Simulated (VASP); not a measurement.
# Al4N3 (P3m1) in VASP: further runs

Runs on Al4N3. Level: PBE. Tasks: single point.

Everything below comes from runs of VASP 6.6.1. Logs are shortened: lines on timing, memory, paths and dates and some standing lists are left out, and cuts for length are marked.

## (1) The cell of the first run

Symmetry: P3m1, No. 156, trigonal system. The conventional cell has a = 3.198 Å, b = 3.198 Å, c = 10.222 Å, α = 90.00°, β = 90.00°, γ = 120.00°. Al (site symmetry 3m) has 4 N at 1.95 to 1.97 Å within 2.6 Å. Al (site symmetry 3m) has 3 N at 1.96 Å within 2.6 Å. Within 2.6 Å of Al (site symmetry 3m) lie 1 N at 1.99 Å. Within 2.6 Å of Al (site symmetry 3m) lie 4 N at 1.94 to 1.96 Å. N (site symmetry 3m) has 4 Al at 1.95 to 1.96 Å within 2.6 Å. Within 2.6 Å of N (site symmetry 3m) lie 4 Al at 1.96 to 1.97 Å. N (site symmetry 3m) has 4 Al at 1.94 to 1.99 Å within 2.6 Å.

## (2) Single point, PBE (volume scaled by 1.10, then relaxed in part)

File INCAR:

```
SYSTEM = Al4N3
PREC = Accurate
ENCUT = 520
EDIFF = 1E-7
ISMEAR = 0
SIGMA = 0.1
LREAL = .FALSE.
LASPH = .TRUE.
NELM = 100
ALGO = Normal
ISIF = 2
LWAVE = .FALSE.
LCHARG = .FALSE.
GGA = PE
NBANDS = 22
```

File KPOINTS:

```
Automatic mesh
0
G
  12 12 4
  0 0 0
```

File POSCAR:

```
Al4N3
1.0
    3.1980113764      0.0000000000      0.0000000000
   -1.5990056882      2.7695590935      0.0000000000
    0.0000000000      0.0000000000     10.2216024932
Al N
4 3
Direct
    0.0000000000      0.0000000000      0.4933369572
    0.3333333333      0.6666666667      0.7500409759
    0.0000000000      0.0000000000      0.9881797948
    0.3333333333      0.6666666667      0.2418572139
    0.3333333333      0.6666666667      0.4333634585
    0.0000000000      0.0000000000      0.6858193303
    0.0000000000      0.0000000000      0.1824022693
```

Potentials or basis: VASP PAW PBE potentials, release 64 (Al, N).

Command:

```
cat potpaw_PBE.64/Al/POTCAR potpaw_PBE.64/N/POTCAR > POTCAR
mpirun -np 1 vasp_std > vasp.out
```

OUTCAR:

```text
SYSTEM = Al4N3
   PREC = Accurate
   ENCUT = 520
   EDIFF = 1E-7
   ISMEAR = 0
   LREAL = .FALSE.
   LASPH = .TRUE.
   NELM = 100
   ISIF = 2
   GGA = PE

 ion  position               nearest neighbor table
   1  0.000  0.000  0.493-   5 1.95   5 1.95   5 1.95   6 1.97   4 3.16   4 3.16   4 3.16   2 3.21
                             2 3.21   2 3.21
   2  0.333  0.667  0.750-   6 1.96   6 1.96   6 1.96   3 3.06   3 3.06   3 3.06   1 3.21   1 3.21
                             1 3.21
   3  0.000  0.000  0.988-   7 1.99   2 3.06   2 3.06   2 3.06   4 3.18   4 3.18   4 3.18
   4  0.333  0.667  0.242-   7 1.94   7 1.94   7 1.94   5 1.96   1 3.16   1 3.16   1 3.16   3 3.18
                             3 3.18   3 3.18
   5  0.333  0.667  0.433-   1 1.95   1 1.95   1 1.95   4 1.96
   6  0.000  0.000  0.686-   2 1.96   2 1.96   2 1.96   1 1.97
   7  0.000  0.000  0.182-   4 1.94   4 1.94   4 1.94   3 1.99

  LATTYP: Found a hexagonal cell.
 ALAT       =     3.1980113764
 C/A-ratio  =     3.1962370643

  Lattice vectors:

 A1 = (   3.1980113764,   0.0000000000,   0.0000000000)
 A2 = (  -1.5990056882,   2.7695590935,   0.0000000000)
 A3 = (   0.0000000000,   0.0000000000,  10.2216024932)

Analysis of symmetry for initial positions (statically):
=====================================================================
 Subroutine PRICEL returns:
 Original cell was already a primitive cell.

 Routine SETGRP: Setting up the symmetry group for a
 hexagonal supercell.

 Subroutine GETGRP returns: Found  6 space group operations
 (whereof  6 operations were pure point group operations)
 out of a pool of 24 trial point group operations.

The static configuration has the point symmetry C_3v.

Analysis of symmetry for dynamics (positions and initial velocities):
=====================================================================
 Subroutine PRICEL returns:
 Original cell was already a primitive cell.

 Routine SETGRP: Setting up the symmetry group for a
 hexagonal supercell.

 Subroutine GETGRP returns: Found  6 space group operations
 (whereof  6 operations were pure point group operations)
 out of a pool of 24 trial point group operations.

The dynamic configuration has the point symmetry C_3v.

 Subroutine INISYM returns: Found  6 space group operations
 (whereof  6 operations are pure point group operations),
 and found     1 'primitive' translations

----------------------------------------------------------------------------------------

                                     Primitive cell

  volume of cell :      90.5336

  direct lattice vectors                    reciprocal lattice vectors
     3.198011376  0.000000000  0.000000000     0.312694322  0.180534151  0.000000000
    -1.599005688  2.769559093  0.000000000     0.000000000  0.361068302  0.000000000
     0.000000000  0.000000000 10.221602493     0.000000000  0.000000000  0.097832018

  length of vectors
     3.198011376  3.198011376 10.221602493     0.361068302  0.361068302  0.097832018

  position of ions in fractional coordinates (direct lattice)
     0.000000000  0.000000000  0.493336957
     0.333333333  0.666666667  0.750040976
     0.000000000  0.000000000  0.988179795
     0.333333333  0.666666667  0.241857214
     0.333333333  0.666666667  0.433363458
     0.000000000  0.000000000  0.685819330
     0.000000000  0.000000000  0.182402269

  ion indices of the primitive-cell ions
   primitive index   ion index
                 1           1
                 2           2
                 3           3
                 4           4
                 5           5
                 6           6
                 7           7

----------------------------------------------------------------------------------------

 KPOINTS: Automatic mesh

Automatic generation of k-mesh.
 Grid dimensions read from file:
 generate k-points for:   12   12    4

 Generating k-lattice:

  Cartesian coordinates                     Fractional coordinates (reciprocal lattice)
     0.026057860  0.015044513  0.000000000     0.083333333 -0.000000000  0.000000000
     0.000000000  0.030089025  0.000000000     0.000000000  0.083333333  0.000000000
     0.000000000  0.000000000  0.024458005     0.000000000  0.000000000  0.250000000

  Length of vectors
     0.030089025  0.030089025  0.024458005

  Shift w.r.t. Gamma in fractional coordinates (k-lattice)
     0.000000000  0.000000000  0.000000000

 Subroutine IBZKPT returns following result:
 ===========================================

 Found     69 irreducible k-points:

 Following reciprocal coordinates:
            Coordinates               Weight
  0.000000  0.000000  0.000000      1.000000
  0.083333  0.000000  0.000000      6.000000
  0.166667  0.000000  0.000000      6.000000
  0.250000  0.000000  0.000000      6.000000
  0.333333  0.000000  0.000000      6.000000
  0.416667  0.000000  0.000000      6.000000
[... 16 lines left out ...]
  0.166667  0.000000  0.250000      6.000000
  0.000000  0.166667  0.250000      6.000000
 [... further k-points ...]
   k-points           NKPTS =     69   k-points in BZ     NKDIM =     69   number of bands    NBANDS=     22
   number of dos      NEDOS =    301   number of ions     NIONS =      7
   total plane-waves  NPLWV =  46080
   dimension x,y,z NGX =    24 NGY =   24 NGZ =   80
   dimension x,y,z NGXF=    48 NGYF=   48 NGZF=  160
   ions per type =               4   3
   NGX,Y,Z   is equivalent  to a cutoff of  12.48, 12.48, 13.01 a.u.
   NGXF,Y,Z  is equivalent  to a cutoff of  24.95, 24.95, 26.02 a.u.
 SYSTEM =  Al4N3
   PREC   = accura    normal or accurate (medium, high low for compatibility)
   ISTART =      0    job   : 0-new  1-cont  2-samecut
   ICHARG =      2    charge: 1-file 2-atom 10-const
   ISPIN  =      1    spin polarized calculation?
   LNONCOLLINEAR =      F non collinear calculations
   LSORBIT =      F    spin-orbit coupling
   LASPH  =      T    aspherical Exc in radial PAW
   ENCUT  =  520.0 eV  38.22 Ry    6.18 a.u.   5.95  5.95 19.01*2*pi/ulx,y,z
   NELM   =    100;   NELMIN=  2; NELMDL= -5     # of ELM steps
   EDIFF  = 0.1E-06   stopping-criterion for ELM
   LREAL  =      F    real-space projection
   EDIFFG = 0.1E-05   stopping-criterion for IOM
   NSW    =      0    number of steps for IOM
   IBRION =     -1    ionic relax: 0-MD 1-quasi-New 2-CG
   NFREE  =      0    steps in history (QN), initial steepest desc. (CG)
   ISIF   =      2    stress and relaxation
   ISYM   =      2    0-nonsym 1-usesym 2-fastsym
   POTIM  = 0.5000    time-step for ionic-motion
   TEBEG  =    0.0;   TEEND  =   0.0 temperature during run
   PSTRESS=    0.0 pullay stress
   NELECT =      27.0000    total number of electrons
   NUPDOWN=      -1.0000    fix difference up-down
   EMIN   =  10.00;   EMAX   =-10.00  energy-range for DOS
   EFERMI =   0.00;   METHOD = LEGACY
   ISMEAR =     0;   SIGMA  =   0.10  broadening in eV -4-tet -1-fermi 0-gaus
   EFERMI_NEDOS =   21; number of points for ismear=-14 and -15
   IALGO  =     38    algorithm
   IMIX   =      4    mixing-type and parameters
     AMIX     =   0.40;   BMIX     =  1.00
     AMIX_MAG =   1.60;   BMIX_MAG =  1.00
  volume/ion in A,a.u.               =      12.93        87.28
  Fermi-wavevector in a.u.,A,eV,Ry     =   1.093771  2.066927 16.277111  1.196334
  Thomas-Fermi vector in A             =   2.230062
   LORBIT       =      0    0 simple, 1 ext, 2 COOP (PROOUT), +10 PAW based schemes
   GGA     = PE    functional components
   LHFCALC =     F    Hartree Fock is set to
   AEXX    =    0.0000 exact exchange contribution
   IVDW    =     0    specifies the selected vdW correction
   LEPSILON=     F    determine dielectric tensor
   LRPA    =     F    only Hartree local field effects (RPA)
 non-spin polarized calculation
 Gauss-broadening in eV      SIGMA  =   0.10
  energy-cutoff  :      520.00
  volume of cell :       90.53
 maximum number of plane-waves:      2466
   NGX = 11   NGY = 11   NGZ = 39

 number of electron      27.0000005 magnetization

 Free energy of the ion-electron system (eV)
  ---------------------------------------------------
  ext. energy  EPLUGINS =         0.00000000
  ---------------------------------------------------
  free energy    TOTEN  =       -46.96062400 eV

  energy without entropy =      -46.95888173  energy(sigma->0) =      -46.95975286

 E-fermi :   7.6862     XC(G=0): -10.2209

 val. band max:        7.6349052477   @ k =   0.0000   0.0833   0.2500
 cond. band min:       7.7664621368   @ k =   0.0833   0.0833   0.5000
 fundamental gap:      0.1315568891
 Fermi energy:         7.6861703360

 k-point     1 :       0.0000    0.0000    0.0000
  band No.  band energies     occupation
      1      -9.7312      2.00000
      2      -9.1382      2.00000
      3      -8.4473      2.00000
      4      -1.0337      2.00000
      5      -0.4515      2.00000
      6       2.9307      2.00000
[... 14 lines left out ...]
     21      15.0509      0.00000
     22      15.6751      0.00000

 k-point     2 :       0.0833    0.0000    0.0000
  band No.  band energies     occupation
      1      -9.6540      2.00000
      2      -9.0704      2.00000
      3      -8.3924      2.00000
      4      -0.9308      2.00000
      5      -0.3597      2.00000
      6       2.8141      2.00000
[... 14 lines left out ...]
     21      14.8474      0.00000
     22      15.3029      0.00000

 k-point     3 :       0.1667    0.0000    0.0000
  band No.  band energies     occupation
      1      -9.4305      2.00000
      2      -8.8764      2.00000
      3      -8.2394      2.00000
      4      -0.6374      2.00000
      5      -0.0952      2.00000
      6       2.3168      2.00000
[... 14 lines left out ...]
     21      14.1674      0.00000
     22      14.5065      0.00000

 k-point     4 :       0.2500    0.0000    0.0000
  band No.  band energies     occupation
      1      -9.0876      2.00000
      2      -8.5876      2.00000
      3      -8.0252      2.00000
      4      -0.2325      2.00000
      5       0.2843      2.00000
      6       1.5229      2.00000
[... 14 lines left out ...]
     21      13.6213      0.00000
     22      14.3670      0.00000

 k-point     5 :       0.3333    0.0000    0.0000
  band No.  band energies     occupation
      1      -8.6781      2.00000
      2      -8.2634      2.00000
      3      -7.8161      2.00000
      4      -0.0548      2.00000
      5       0.3393      2.00000
      6       0.8147      2.00000
[... 14 lines left out ...]
     21      13.4791      0.00000
     22      14.2718      0.00000

 k-point     6 :       0.4167    0.0000    0.0000
  band No.  band energies     occupation
      1      -8.2977      2.00000
      2      -7.9964      2.00000
      3      -7.6945      2.00000
      4      -0.3766      2.00000
      5      -0.1353      2.00000
      6       0.3552      2.00000
[... 14 lines left out ...]
     21      13.5351      0.00000
     22      13.9188      0.00000

 k-point     7 :       0.5000    0.0000    0.0000
  band No.  band energies     occupation
      1      -8.1185      2.00000
      2      -7.8906      2.00000
      3      -7.6775      2.00000
      4      -0.5590      2.00000
      5      -0.3436      2.00000
      6       0.1702      2.00000
[... 324 lines left out ...]
      6       1.9599      2.00000
[... 14 lines left out ...]
     21      15.1075      0.00000
     22      15.5192      0.00000

 k-point    21 :       0.0833    0.0000    0.2500
  band No.  band energies     occupation
      1      -9.6478      2.00000
      2      -9.0875      2.00000
      3      -8.3792      2.00000
      4      -1.1749      2.00000
      5       0.1251      2.00000
      6       1.9512      2.00000
[... 14 lines left out ...]
     21      14.8784      0.00000
     22      15.4315      0.00000

 k-point    22 :       0.0000    0.0833    0.2500
  band No.  band energies     occupation
      1      -9.6478      2.00000
      2      -9.0875      2.00000
      3      -8.3793      2.00000
      4      -1.1749      2.00000
      5       0.1252      2.00000
      6       1.9503      2.00000
[... 14 lines left out ...]
     21      14.8744      0.00000
     22      15.1583      0.00000

 k-point    23 :       0.1667    0.0000    0.2500
  band No.  band energies     occupation
      1      -9.4247      2.00000
      2      -8.8921      2.00000
      3      -8.2277      2.00000
      4      -0.8520      2.00000
      5       0.3253      2.00000
      6       1.7993      2.00000
[... 14 lines left out ...]
     21      14.1705      0.00000
     22      14.6802      0.00000

 k-point    24 :       0.0000    0.1667    0.2500
  band No.  band energies     occupation
      1      -9.4247      2.00000
      2      -8.8921      2.00000
      3      -8.2277      2.00000
      4      -0.8520      2.00000
      5       0.3263      2.00000
      6       1.7890      2.00000
[... 14 lines left out ...]
     21      14.1692      0.00000
     22      14.4821      0.00000

 [... further k-points ...]

------------------------ aborting loop because EDIFF is reached ----------------------------------------

  FORCE on cell =-STRESS in cart. coord.  units (eV):
  Direction    XX          YY          ZZ          XY          YZ          ZX
  --------------------------------------------------------------------------------------
  -------------------------------------------------------------------------------------
  Total       -6.2399843     -6.2399843     -6.2239859      0.0000000      0.0000000      0.0000000
  in kB     -110.4293330   -110.4293329   -110.1462087      0.0000000      0.0000000      0.0000000
  external PRESSURE =    -110.3349582 kB  Pullay stress =       0.0000000 kB

 VOLUME and BASIS-vectors are now :
 -----------------------------------------------------------------------------
  energy-cutoff  :      520.00
  volume of cell :       90.53
      direct lattice vectors                 reciprocal lattice vectors
     3.198011376  0.000000000  0.000000000     0.312694322  0.180534151  0.000000000
    -1.599005688  2.769559093  0.000000000     0.000000000  0.361068302  0.000000000
     0.000000000  0.000000000 10.221602493     0.000000000  0.000000000  0.097832018

 POSITION                                       TOTAL-FORCE (eV/Angst)
 -----------------------------------------------------------------------------------
      0.00000      0.00000      5.04269         0.000000     -0.000000      0.001130
     -0.00000      1.84637      7.66662         0.000000     -0.000000     -0.009104
      0.00000      0.00000     10.10078        -0.000000     -0.000000      0.002886
     -0.00000      1.84637      2.47217        -0.000000      0.000000      0.000922
     -0.00000      1.84637      4.42967        -0.000000     -0.000000     -0.001876
      0.00000      0.00000      7.01017         0.000000     -0.000000      0.001280
      0.00000      0.00000      1.86444         0.000000     -0.000000      0.004762
 -----------------------------------------------------------------------------------
    total drift:                                0.000001      0.000000     -0.000029

  FREE ENERGIE OF THE ION-ELECTRON SYSTEM (eV)
  ---------------------------------------------------
  free  energy   TOTEN  =       -46.9606239987 eV

  energy  without entropy=      -46.9588817285  energy(sigma->0) =      -46.95975286
```

It took 57 s on 1 thread of Intel Xeon 6975P-C (Granite Rapids), shared host; peak memory 0.25 GiB.

Results:

```yaml
Free_energy: -46.9606 eV
Pressure: -11.0 GPa
Largest_force: 0.009 eV/Å
```

Forces in eV/Å, atoms in the order of the input:
```
Al   0.000  0.000  0.001
Al   0.000  0.000 -0.009
Al   0.000  0.000  0.003
Al   0.000  0.000  0.001
N    0.000  0.000 -0.002
N    0.000  0.000  0.001
N    0.000  0.000  0.005
```

Caveat: the cell differs from its parent crystal (volume scaled by 1.10, then relaxed in part).

## (3) Single point, PBE, collinear spin, ferromagnetic start

This run uses another cell than the first one, of 11.78 Å³/atom, 0.911 times its volume.

File INCAR:

```
PREC = Accurate
ENCUT = 520
EDIFF = 1E-6
ISMEAR = 0
SIGMA = 0.1
LREAL = False
LASPH = True
NELM = 150
ALGO = Normal
ISIF = 2
LWAVE = False
LCHARG = False
ISPIN = 2
MAGMOM = 0 0 0 0 1 1 1
LORBIT = 11
GGA = PE
NBANDS = 26
```

File KPOINTS:

```
regular mesh
0
Gamma
  6 6 2
```

File POSCAR:

```
Al4N3
1.0
    3.1119767986      0.0000000000      0.0000000000
   -1.5559883993      2.6950509636      0.0000000000
    0.0000000000      0.0000000000      9.8286433193
Al N
4 3
Direct
    0.0000000000      0.0000000000      0.4956596054
    0.3333333333      0.6666666667      0.7586061826
    0.0000000000      0.0000000000      0.9812456330
    0.3333333333      0.6666666667      0.2389489719
    0.3333333333      0.6666666667      0.4330804748
    0.0000000000      0.0000000000      0.6901102831
    0.0000000000      0.0000000000      0.1773488492
```

Potentials or basis: VASP PAW PBE potentials, release 64 (Al, N).

Command:

```
cat potpaw_PBE.64/Al/POTCAR potpaw_PBE.64/N/POTCAR > POTCAR
mpirun -np 1 vasp_std > vasp.out
```

Wall time 70 s (1 thread of Intel Xeon Platinum 8488C (Sapphire Rapids), shared host); peak memory 0.24 GiB.

The run converged. Its results:

```
Free energy                                           : -47.2898 eV
Pressure                                              : -0.3 GPa
Largest force                                         : 0.033 eV/Å
Net moment                                            : 0.00 μB per cell
Valence electrons inside the program's atomic spheres : Al 0.80, 0.76, 0.77; N 3.85, 3.83, 3.84
```

Forces on the atoms (eV/Å):
```
Al   0.000  0.000  0.020
Al   0.000  0.000 -0.005
Al   0.000  0.000  0.007
Al   0.000  0.000  0.033
N    0.000  0.000 -0.016
N    0.000  0.000 -0.024
N    0.000  0.000 -0.013
```

Stress tensor (GPa, compression positive):
```
-0.15  0.00  0.00
 0.00 -0.15  0.00
 0.00  0.00 -0.50
```

Levels at points of the mesh, in eV from the Fermi level:
Spin up:
```
           k point  band 9  band 10  band 11  band 12  band 13  band 14  band 15  band 16  band 17  band 18
(0.00, 0.00, 0.00)   -3.55    -3.25    -3.25    -2.98    -2.98     0.92     2.39     3.89     4.96     7.46
(0.50, 0.00, 0.00)   -4.66    -4.43    -4.17    -3.67    -3.13    -1.44     1.39     2.89     3.00     4.40
(0.00, 0.00, 0.50)   -3.26    -3.26    -2.98    -2.98    -2.93     0.06     3.38     3.63     4.63     7.35
(0.50, 0.00, 0.50)   -4.80    -4.65    -4.19    -3.66    -3.01    -1.53     1.48     2.71     3.20     4.19
```
Spin down:
```
           k point  band 10  band 11  band 12  band 13  band 14  band 15  band 16  band 17
(0.00, 0.00, 0.00)    -3.25    -3.25    -2.98    -2.98     0.92     2.39     3.89     4.96
(0.50, 0.00, 0.00)    -4.43    -4.17    -3.67    -3.13    -1.44     1.39     2.89     3.00
(0.00, 0.00, 0.50)    -3.26    -2.98    -2.98    -2.93     0.06     3.38     3.63     4.63
(0.50, 0.00, 0.50)    -4.65    -4.19    -3.66    -3.01    -1.53     1.48     2.71     3.20
```

Caveat: the k points lie up to 0.39 Å⁻¹ apart.

[end of part 1 of 2]
